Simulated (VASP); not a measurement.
Set up this calculation in VASP 6.6.1, as the native input.

```
Task                   : single point
Functional             : PBE
Potentials or basis    : VASP PAW PBE potentials, release 64 (B, N)
Cutoff                 : 520 eV
k mesh                 : 10 × 8 × 10
Occupations            : gaussian, width 0.1 eV
Spin                   : no spin polarisation
Dipole correction      : no
Further INCAR settings : ALGO = Normal; EDIFF = 1e-06; NBANDS = 24
```

The structure of B3N lies in POSCAR:

```
B3N
1.0
    3.3284223768      0.0000000000      0.0000000000
    0.0000000000      4.3239073816      0.0000000000
    0.0000000000      0.0000000000      3.2854486687
B N
6 2
Direct
    0.5000000000      0.2809594306      0.2500000000
    0.0000000000      0.3045986685      0.7500000000
    0.2011693195      0.0000000000      0.0000000000
    0.7988306805      0.0000000000      0.5000000000
    0.0000000000      0.6954013315      0.2500000000
    0.5000000000      0.7190405694      0.7500000000
    0.7419551774      0.5000000000      0.0000000000
    0.2580448226      0.5000000000      0.5000000000
```

This cell differs from its parent crystal: volume scaled by 0.88, then relaxed in part.

These files were run (other wordings do the same):

INCAR

```
ALGO     = Normal         # electronic algorithm
EDIFF    = 1E-6           # SCF threshold, eV
ENCUT    = 520            # plane-wave cutoff, eV
GGA      = PE             # functional
ISIF     = 2              # what is computed and relaxed
ISMEAR   = 0              # smearing method
LASPH    = True           # aspherical terms in the spheres
LCHARG   = False          # write CHGCAR
LREAL    = False          # projectors in reciprocal space
LWAVE    = False          # write WAVECAR
NBANDS   = 24             # bands
NELM     = 60             # most SCF steps
PREC     = Accurate       # precision mode
SIGMA    = 0.1            # smearing width, eV
```

KPOINTS

```
k-points
0
Gamma
  10 8 10
```

Potentials or basis: VASP PAW PBE potentials, release 64 (B, N).

Launch:

```bash
$ cat potpaw_PBE.64/B/POTCAR potpaw_PBE.64/N/POTCAR > POTCAR
$ mpirun -np 1 vasp_std > vasp.out
```

Results of the run:

The pressure is 42.8 GPa, the largest force is 0.029 eV/Å and the band gap on the k mesh is zero (band 14 reaches 9.00 eV, above the bottom of band 15 at 8.35 eV).

It took 62 s on 1 thread of Intel(R) Xeon(R) 6975P-C (Granite Rapids) (shared host), peak memory 0.27 GiB.
